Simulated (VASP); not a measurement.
# BeAu2S2 (P4/mmm) in VASP: notebook

Runs on BeAu2S2. Level: PBE. Tasks: single point.

Program: VASP 6.6.1. These are calculated values, not measurements. Logs are shortened: lines on timing, memory, paths and dates and some standing lists are left out, and cuts for length are marked.

## (1) The cell of the first run

The structure is tetragonal, space group P4/mmm (No. 123). Conventional cell: a = 4.321 Å, b = 4.321 Å, c = 4.910 Å, α = 90.00°, β = 90.00°, γ = 90.00°. Be (site symmetry 4/mmm) has 4 S at 2.16 Å within 2.9 Å. S (site symmetry mmm) has 2 Be at 2.16 Å and 2 Au at 2.45 Å within 2.9 Å. Within 3.3 Å of Au (site symmetry mmm) lie 2 S at 2.45 Å and 4 Au at 3.06 Å and 4 Be at 3.27 Å.

The cell was built from a structure type or drawn by symmetry, and may not be a known phase.

## (2) Single point, PBE

Input file INCAR:

```
  PREC = Accurate
  ENCUT = 520
  EDIFF = 1E-7
  ISMEAR = 0
  SIGMA = 0.1
  LREAL = F
  LASPH = T
  NELM = 100
  ALGO = Normal
  ISIF = 2
  LWAVE = F
  LCHARG = T
  GGA = PE
  LELF = T
  LVHAR = T
  NBANDS = 26
```

Input file KPOINTS:

```
Automatic mesh
0
Gamma
  10 10 8
```

Input file POSCAR:

```
BeAu2S2
1.0
    4.3206305953      0.0000000000      0.0000000000
    0.0000000000      4.3206305953      0.0000000000
    0.0000000000      0.0000000000      4.9097228898
Be S Au
1 2 2
Direct
    0.5000000000      0.5000000000      0.5000000000
    0.0000000000      0.5000000000      0.5000000000
    0.5000000000      0.0000000000      0.5000000000
    0.0000000000      0.5000000000      0.0000000000
    0.5000000000      0.0000000000      0.0000000000
```

Potentials or basis: VASP PAW PBE potentials, release 64 (Be, S, Au).

The run is started by

```sh
$ cat potpaw_PBE.64/Be/POTCAR potpaw_PBE.64/S/POTCAR potpaw_PBE.64/Au/POTCAR > POTCAR
$ mpirun -np 1 vasp_std > vasp.out
```

OUTCAR:

```text
PREC = Accurate
   ENCUT = 520
   EDIFF = 1E-7
   ISMEAR = 0
   LREAL = F
   LASPH = T
   NELM = 100
   ISIF = 2
   GGA = PE

 ion  position               nearest neighbor table
   1  0.500  0.500  0.500-   2 2.16   3 2.16   3 2.16   2 2.16
   2  0.000  0.500  0.500-   1 2.16   1 2.16   4 2.45   4 2.45
   3  0.500  0.000  0.500-   1 2.16   1 2.16   5 2.45   5 2.45
   4  0.000  0.500  0.000-   2 2.45   2 2.45   5 3.06   5 3.06   5 3.06   5 3.06
   5  0.500  0.000  0.000-   3 2.45   3 2.45   4 3.06   4 3.06   4 3.06   4 3.06

  LATTYP: Found a simple tetragonal cell.
 ALAT       =     4.3206305953
 C/A-ratio  =     1.1363440548

  Lattice vectors:

 A1 = (   4.3206305953,   0.0000000000,   0.0000000000)
 A2 = (   0.0000000000,   4.3206305953,   0.0000000000)
 A3 = (   0.0000000000,   0.0000000000,   4.9097228898)

Analysis of symmetry for initial positions (statically):
=====================================================================
 Subroutine PRICEL returns:
 Original cell was already a primitive cell.

 Routine SETGRP: Setting up the symmetry group for a
 simple tetragonal supercell.

 Subroutine GETGRP returns: Found 16 space group operations
 (whereof 16 operations were pure point group operations)
 out of a pool of 16 trial point group operations.

The static configuration has the point symmetry D_4h.

Analysis of symmetry for dynamics (positions and initial velocities):
=====================================================================
 Subroutine PRICEL returns:
 Original cell was already a primitive cell.

 Routine SETGRP: Setting up the symmetry group for a
 simple tetragonal supercell.

 Subroutine GETGRP returns: Found 16 space group operations
 (whereof 16 operations were pure point group operations)
 out of a pool of 16 trial point group operations.

The dynamic configuration has the point symmetry D_4h.

 Subroutine INISYM returns: Found 16 space group operations
 (whereof 16 operations are pure point group operations),
 and found     1 'primitive' translations

----------------------------------------------------------------------------------------

                                     Primitive cell

  volume of cell :      91.6540

  direct lattice vectors                    reciprocal lattice vectors
     4.320630595  0.000000000  0.000000000     0.231447697  0.000000000  0.000000000
     0.000000000  4.320630595  0.000000000     0.000000000  0.231447697  0.000000000
     0.000000000  0.000000000  4.909722890     0.000000000  0.000000000  0.203677483

  length of vectors
     4.320630595  4.320630595  4.909722890     0.231447697  0.231447697  0.203677483

  position of ions in fractional coordinates (direct lattice)
     0.500000000  0.500000000  0.500000000
     0.000000000  0.500000000  0.500000000
     0.500000000  0.000000000  0.500000000
     0.000000000  0.500000000  0.000000000
     0.500000000  0.000000000  0.000000000

  ion indices of the primitive-cell ions
   primitive index   ion index
                 1           1
                 2           2
                 3           3
                 4           4
                 5           5

----------------------------------------------------------------------------------------

 KPOINTS: Automatic mesh

Automatic generation of k-mesh.
 Grid dimensions read from file:
 generate k-points for:   10   10    8

 Generating k-lattice:

  Cartesian coordinates                     Fractional coordinates (reciprocal lattice)
     0.023144770  0.000000000  0.000000000     0.100000000  0.000000000  0.000000000
     0.000000000  0.023144770  0.000000000     0.000000000  0.100000000  0.000000000
     0.000000000  0.000000000  0.025459685     0.000000000  0.000000000  0.125000000

  Length of vectors
     0.023144770  0.023144770  0.025459685

  Shift w.r.t. Gamma in fractional coordinates (k-lattice)
     0.000000000  0.000000000  0.000000000

 Subroutine IBZKPT returns following result:
 ===========================================

 Found    105 irreducible k-points:

 Following reciprocal coordinates:
            Coordinates               Weight
  0.000000  0.000000  0.000000      1.000000
  0.100000  0.000000  0.000000      4.000000
  0.200000  0.000000  0.000000      4.000000
  0.300000  0.000000  0.000000      4.000000
  0.400000  0.000000  0.000000      4.000000
  0.500000  0.000000  0.000000      2.000000
[... 16 lines left out ...]
  0.100000  0.000000  0.125000      8.000000
  0.200000  0.000000  0.125000      8.000000
 [... further k-points ...]
   k-points           NKPTS =    105   k-points in BZ     NKDIM =    105   number of bands    NBANDS=     26
   number of dos      NEDOS =    301   number of ions     NIONS =      5
   total plane-waves  NPLWV =  40960
   dimension x,y,z NGX =    32 NGY =   32 NGZ =   40
   dimension x,y,z NGXF=    64 NGYF=   64 NGZF=   80
   ions per type =               1   2   2
[... 68 lines left out ...]
  band No.  band energies     occupation
      1      -8.9506      2.00000
      2      -6.5456      2.00000
      3       0.1619      2.00000
      4       0.1619      2.00000
      5       0.2354      2.00000
      6       0.6297      2.00000
[... 18 lines left out ...]
     25      12.7690      0.00000
     26      13.0867      0.00000

 k-point     2 :       0.1000    0.0000    0.0000
  band No.  band energies     occupation
      1      -8.9057      2.00000
      2      -6.6275      2.00000
      3       0.1236      2.00000
      4       0.2030      2.00000
      5       0.3926      2.00000
      6       0.6529      2.00000
[... 18 lines left out ...]
     25      13.0521      0.00000
     26      13.3191      0.00000

 k-point     3 :       0.2000    0.0000    0.0000
  band No.  band energies     occupation
      1      -8.7729      2.00000
      2      -6.8544      2.00000
      3       0.1645      2.00000
      4       0.3179      2.00000
      5       0.6873      2.00000
      6       0.7173      2.00000
[... 18 lines left out ...]
     25      13.8178      0.00000
     26      13.9429      0.00000

 k-point     4 :       0.3000    0.0000    0.0000
  band No.  band energies     occupation
      1      -8.5579      2.00000
      2      -7.1803      2.00000
      3       0.2748      2.00000
      4       0.4780      2.00000
      5       0.8066      2.00000
      6       1.0583      2.00000
[... 18 lines left out ...]
     25      14.2404      0.00000
     26      14.6349      0.00000

 k-point     5 :       0.4000    0.0000    0.0000
  band No.  band energies     occupation
      1      -8.2711      2.00000
      2      -7.5528      2.00000
      3       0.3922      2.00000
      4       0.6275      2.00000
      5       0.8908      2.00000
      6       1.3963      2.00000
[... 18 lines left out ...]
     25      14.4849      0.00000
     26      14.6100      0.00000

 k-point     6 :       0.5000    0.0000    0.0000
  band No.  band energies     occupation
      1      -7.9462      2.00000
      2      -7.9096      2.00000
      3       0.4434      2.00000
      4       0.6909      2.00000
      5       0.9275      2.00000
      6       1.3791      2.00000
[... 427 lines left out ...]
 k-point    21 :       0.5000    0.5000    0.0000
  band No.  band energies     occupation
      1      -7.7932      2.00000
      2      -7.7932      2.00000
      3      -1.7180      2.00000
      4       0.8030      2.00000
      5       0.8801      2.00000
      6       1.0786      2.00000
[... 18 lines left out ...]
     25      10.8111      0.00000
     26      13.4950      0.00000

 k-point    22 :       0.0000    0.0000    0.1250
  band No.  band energies     occupation
      1      -8.9014      2.00000
      2      -6.4818      2.00000
      3      -0.1569      2.00000
      4       0.0086      2.00000
      5       0.0086      2.00000
      6       0.3524      2.00000
[... 18 lines left out ...]
     25      12.7233      0.00000
     26      12.9174      0.00000

 k-point    23 :       0.1000    0.0000    0.1250
  band No.  band energies     occupation
      1      -8.8564      2.00000
      2      -6.5649      2.00000
      3      -0.1009      2.00000
      4       0.0220      2.00000
      5       0.0501      2.00000
      6       0.4313      2.00000
[... 18 lines left out ...]
     25      13.0073      0.00000
     26      13.1298      0.00000

 k-point    24 :       0.2000    0.0000    0.1250
  band No.  band energies     occupation
      1      -8.7235      2.00000
      2      -6.7947      2.00000
      3       0.0506      2.00000
      4       0.0757      2.00000
      5       0.1671      2.00000
      6       0.6407      2.00000
[... 18 lines left out ...]
     25      13.6963      0.00000
     26      13.7762      0.00000

 [... further k-points ...]

------------------------ aborting loop because EDIFF is reached ----------------------------------------

  FORCE on cell =-STRESS in cart. coord.  units (eV):
  Direction    XX          YY          ZZ          XY          YZ          ZX
  --------------------------------------------------------------------------------------
  -------------------------------------------------------------------------------------
  Total       -0.0329989     -0.0329989     -0.1234422      0.0000000      0.0000000     -0.0000000
  in kB       -0.5768452     -0.5768452     -2.1578590      0.0000000      0.0000000     -0.0000000
  external PRESSURE =      -1.1038498 kB  Pullay stress =       0.0000000 kB

 VOLUME and BASIS-vectors are now :
 -----------------------------------------------------------------------------
  energy-cutoff  :      520.00
  volume of cell :       91.65
      direct lattice vectors                 reciprocal lattice vectors
     4.320630595  0.000000000  0.000000000     0.231447697  0.000000000  0.000000000
     0.000000000  4.320630595  0.000000000     0.000000000  0.231447697  0.000000000
     0.000000000  0.000000000  4.909722890     0.000000000  0.000000000  0.203677483

 POSITION                                       TOTAL-FORCE (eV/Angst)
 -----------------------------------------------------------------------------------
      2.16032      2.16032      2.45486         0.000000      0.000000      0.000000
      0.00000      2.16032      2.45486         0.000000      0.000000      0.000000
      2.16032      0.00000      2.45486         0.000000      0.000000      0.000000
      0.00000      2.16032      0.00000         0.000000      0.000000      0.000000
      2.16032      0.00000      0.00000         0.000000      0.000000      0.000000
 -----------------------------------------------------------------------------------
    total drift:                                0.000000      0.000000      0.000000

  FREE ENERGIE OF THE ION-ELECTRON SYSTEM (eV)
  ---------------------------------------------------
  free  energy   TOTEN  =       -17.7396881405 eV

  energy  without entropy=      -17.7320849680  energy(sigma->0) =      -17.73588655
```

Wall time 98 s (1 thread of Intel Xeon 6975P-C (Granite Rapids), shared host); peak memory 0.36 GiB.

Results:

```
Free energy            : -17.7397 eV
Pressure               : -0.1 GPa
Band gap on the k mesh : zero (bands 18 and 19 overlap by 2.65 eV)
```

Stress tensor (GPa, compression positive):
```
-0.06  0.00  0.00
 0.00 -0.06  0.00
 0.00  0.00 -0.22
```

Caveat: spin-orbit coupling is left out, which moves the levels of the heavy elements.

## (3) Single point, PBE, collinear spin

This run uses another cell than the first one, of 18.54 Å³/atom.

Input file INCAR:

```
SYSTEM = BeAu2S2
  ALGO = Normal
  EDIFF = 1E-6
  ENCUT = 520
  GGA = PE
  ISIF = 2
  ISMEAR = 0
  ISPIN = 2
  LASPH = .True.
  LCHARG = .True.
  LELF = .True.
  LMAXMIX = 4
  LORBIT = 11
  LREAL = .False.
  LVHAR = .True.
  LWAVE = .False.
  MAGMOM = 0 0 0 1 1
  NBANDS = 30
  NELM = 150
  PREC = Accurate
  SIGMA = 0.1
```

Input file KPOINTS:

```
k-points
0
Gamma
  4 4 4
  0 0 0
```

POSCAR, as its differences from that of step 2:

```diff
@@ -2,5 +2,5 @@
 1.0
-    4.3206305953      0.0000000000      0.0000000000
-    0.0000000000      4.3206305953      0.0000000000
-    0.0000000000      0.0000000000      4.9097228898
+    4.3812759526      0.0000000000      0.0000000000
+    0.0000000000      4.3812759526      0.0000000000
+    0.0000000000      0.0000000000      4.8300979781
 Be S Au
```

Potentials or basis: VASP PAW PBE potentials, release 64 (Be, S, Au).

The run is started by

```sh
$ cat potpaw_PBE.64/Be/POTCAR potpaw_PBE.64/S/POTCAR potpaw_PBE.64/Au/POTCAR > POTCAR
$ mpirun -np 1 vasp_std > vasp.out
```

It took 48 s on 1 thread of Intel Xeon 6975P-C (Granite Rapids), shared host; peak memory 0.28 GiB.

The run converged. Its results:

| Item | Value |
| --- | --- |
| Free energy | -17.7845 eV |
| Pressure | -0.2 GPa |
| Net moment | 0.05 μB per cell |
| Valence electrons inside the program's atomic spheres | Be 0.81; S 3.69; Au 9.61 |

Levels at points of the mesh, in eV from the Fermi level:
Spin up:
```tsv
k point	band 14	band 15	band 16	band 17	band 18	band 19	band 20	band 21	band 22	band 23
(0.00, 0.00, 0.00)	-2.78	-2.56	-2.40	-1.93	-0.92	-0.92	1.61	4.25	4.65	5.14
(0.50, 0.00, 0.00)	-3.31	-3.26	-3.07	-2.22	-2.01	-1.21	-1.09	3.92	5.09	5.29
(0.50, 0.50, 0.00)	-3.28	-2.87	-2.87	-0.81	0.47	1.01	1.01	1.66	2.61	2.96
(0.00, 0.00, 0.50)	-2.56	-1.93	0.02	0.02	0.43	1.00	2.75	2.75	4.39	4.98
(0.50, 0.00, 0.50)	-3.04	-2.56	-2.47	-1.13	-1.07	3.17	4.46	4.69	5.06	5.29
(0.50, 0.50, 0.50)	-2.35	-1.54	-0.92	-0.92	0.00	0.61	1.16	4.32	4.32	6.31
```
Spin down:
| k point | band 15 | band 16 | band 17 | band 18 | band 19 | band 20 | band 21 | band 22 |
| --- | --- | --- | --- | --- | --- | --- | --- | --- |
| (0.00, 0.00, 0.00) | -2.56 | -2.40 | -1.93 | -0.88 | -0.88 | 1.62 | 4.25 | 4.65 |
| (0.50, 0.00, 0.00) | -3.26 | -3.06 | -2.19 | -1.98 | -1.21 | -1.09 | 3.92 | 5.10 |
| (0.50, 0.50, 0.00) | -2.86 | -2.86 | -0.80 | 0.52 | 1.01 | 1.01 | 1.66 | 2.62 |
| (0.00, 0.00, 0.50) | -1.93 | 0.05 | 0.05 | 0.43 | 1.01 | 2.75 | 2.75 | 4.40 |
| (0.50, 0.00, 0.50) | -2.56 | -2.47 | -1.10 | -1.04 | 3.17 | 4.47 | 4.70 | 5.07 |
| (0.50, 0.50, 0.50) | -1.55 | -0.91 | -0.91 | 0.02 | 0.62 | 1.21 | 4.33 | 4.33 |

Caveat: spin-orbit coupling is left out, which moves the levels of the heavy elements.

## (4) Single point, PBE, collinear spin

This run uses another cell than the first one, of 22.09 Å³/atom.

Input file INCAR:

```
SYSTEM = BeAu2S2
PREC     = Accurate       ! precision mode
ENCUT    = 520            ! plane-wave cutoff, eV
EDIFF    = 1E-6           ! SCF threshold, eV
ISMEAR   = 0              ! smearing method
SIGMA    = 0.1            ! smearing width, eV
LREAL    = .FALSE.        ! projectors in reciprocal space
LASPH    = .TRUE.         ! aspherical terms in the spheres
NELM     = 150            ! most SCF steps
ALGO     = Normal         ! electronic algorithm
ISIF     = 2              ! what is computed and relaxed
LWAVE    = .FALSE.        ! write WAVECAR
LCHARG   = .FALSE.        ! write CHGCAR
ISPIN    = 2              ! spin polarisation
MAGMOM   = 0 0 0 1 1      ! initial moments
LORBIT   = 11             ! projections on sites
LMAXMIX  = 4              ! l up to which the mixer works
GGA      = PE             ! functional
NBANDS   = 30             ! bands
```

Input file KPOINTS:

```
Automatic mesh
0
G
  4 4 4
  0 0 0
```

POSCAR, as its differences from that of step 3:

```diff
@@ -2,5 +2,5 @@
 1.0
-    4.3812759526      0.0000000000      0.0000000000
-    0.0000000000      4.3812759526      0.0000000000
-    0.0000000000      0.0000000000      4.8300979781
+    4.0005142800      0.0000000000      0.0000000000
+    0.0000000000      4.0005142800      0.0000000000
+    0.0000000000      0.0000000000      6.9021298100
 Be S Au
```

The run is started by

```sh
$ cat potpaw_PBE.64/Be/POTCAR potpaw_PBE.64/S/POTCAR potpaw_PBE.64/Au/POTCAR > POTCAR
$ mpirun -np 1 vasp_std > vasp.out
```

It took 64 s on 1 thread of Intel Xeon 6975P-C (Granite Rapids), shared host; peak memory 0.3 GiB.

It converged, with:

```yaml
Free_energy: -16.3713 eV
Pressure: -0.8 GPa
Band_gap_on_the_k_mesh: zero (filled and empty bands overlap)
Net_moment: 0.00 μB per cell
Valence_electrons_inside_the_program's_atomic_spheres: Be 1.11; S 3.69; Au 9.51
```

Stress tensor (GPa, compression positive):
```
 0.24  0.00  0.00
 0.00  0.24  0.00
 0.00  0.00 -2.99
```

Levels at points of the mesh, in eV from the Fermi level:
Spin up:
| k point | band 15 | band 16 | band 17 | band 18 | band 19 | band 20 | band 21 | band 22 |
| --- | --- | --- | --- | --- | --- | --- | --- | --- |
| (0.00, 0.00, 0.00) | -0.94 | 0.02 | 0.02 | 0.88 | 0.88 | 3.15 | 4.22 | 6.02 |
| (0.50, 0.00, 0.00) | -1.87 | -1.57 | -1.53 | -1.31 | -1.20 | -1.09 | 5.33 | 6.55 |
| (0.50, 0.50, 0.00) | -1.25 | -1.23 | 1.39 | 1.85 | 2.04 | 2.38 | 2.80 | 2.80 |
| (0.00, 0.00, 0.50) | -0.94 | 0.02 | 0.46 | 0.89 | 0.89 | 2.14 | 3.17 | 5.60 |
| (0.50, 0.00, 0.50) | -1.95 | -1.91 | -1.48 | -1.18 | 0.00 | 0.18 | 5.24 | 5.29 |
| (0.50, 0.50, 0.50) | -0.49 | -0.49 | 0.92 | 1.39 | 1.79 | 2.86 | 3.21 | 3.21 |
Spin down:
| k point | band 16 | band 17 | band 18 | band 19 | band 20 | band 21 |
| --- | --- | --- | --- | --- | --- | --- |
| (0.00, 0.00, 0.00) | 0.02 | 0.02 | 0.88 | 0.88 | 3.16 | 4.22 |
| (0.50, 0.00, 0.00) | -1.57 | -1.53 | -1.31 | -1.20 | -1.09 | 5.33 |
| (0.50, 0.50, 0.00) | -1.23 | 1.39 | 1.85 | 2.04 | 2.38 | 2.80 |
| (0.00, 0.00, 0.50) | 0.02 | 0.46 | 0.89 | 0.89 | 2.14 | 3.17 |
| (0.50, 0.00, 0.50) | -1.91 | -1.47 | -1.18 | 0.00 | 0.18 | 5.24 |
| (0.50, 0.50, 0.50) | -0.49 | 0.92 | 1.39 | 1.79 | 2.86 | 3.21 |

Caveat: the k points lie up to 0.39 Å⁻¹ apart, too coarse for converged energies and pressures of a metal; spin-orbit coupling is left out, which moves the levels of the heavy elements.

## (5) Summary

| spin | cell | k mesh | gap on the mesh (eV) | pressure (GPa) | moment (μB) |
| --- | --- | --- | --- | --- | --- |
| off | a = 4.321, b = 4.321, c = 4.910 Å, 5 atoms | 10 × 10 × 8 | none | -0.1 | - |
| collinear | a = 4.381, b = 4.381, c = 4.830 Å, 5 atoms | 4 × 4 × 4 | none | -0.2 | 0.05 |
| collinear | a = 4.001, b = 4.001, c = 6.902 Å, 5 atoms | 4 × 4 × 4 | none | -0.8 | 0.00 |

Alike in all rows: task single point; level PBE; potentials or basis VASP PAW PBE potentials, release 64 (Be, S, Au); cutoff (eV) 520; smearing gaussian 0.1 eV.

Caveats: some runs use coarse meshes; spin-orbit coupling is left out, which moves the levels of the heavy elements.

Absolute energies hang on the potentials; compare differences alone.
